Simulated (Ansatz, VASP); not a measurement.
HfO2: VASP beside Ansatz

```
Hf O
1.0
     5.29380    0.00000    0.00000
     0.00000    5.06895    0.00000
     0.00000    0.00000    5.10101
Hf O
4 8
Direct
  0.96736 0.73370 0.75028
  0.03264 0.26630 0.25028
  0.46736 0.26630 0.75028
  0.53264 0.73370 0.25028
  0.63466 0.93241 0.89357
  0.36534 0.06759 0.39357
  0.13466 0.06759 0.89357
  0.86534 0.93241 0.39357
  0.77077 0.46280 0.00015
  0.22923 0.53720 0.50015
  0.27077 0.53720 0.00015
  0.72923 0.46280 0.50015
```

Alike in both runs: functional PBE; k mesh 4 × 4 × 4; no spin polarisation.

Ansatz relaxed the structure, and its values are those at the end. VASP's run is a single point on that final structure, the one shown.

|  | VASP | Ansatz |
| --- | --- | --- |
| version | VASP 6.6.1 | Ansatz 0.2.0 |
| potentials or method | VASP PAW PBE potentials, release 64 (Hf_pv, O), cutoff 520 eV | scalar-relativistic, plane waves, PAW |
| occupations | gaussian, width 0.01 eV | fixed |
| valence electrons in the cell | 88 | 152 |

```csv
,VASP,Ansatz,Ansatz less VASP
gap on the k mesh at the Fermi level (eV),4.36,4.41,+0.048
least direct gap on the mesh (eV),4.57,4.62,+0.042
pressure (GPa),-3.1,0.0,+3.12
rms of the force components (eV/Å),0.025,0.001,-0.0242
```

VASP's potentials hold 88 valence electrons a cell and Ansatz's 152, so a difference there can come from the potentials and not from the codes.

Spin-orbit coupling is off throughout.
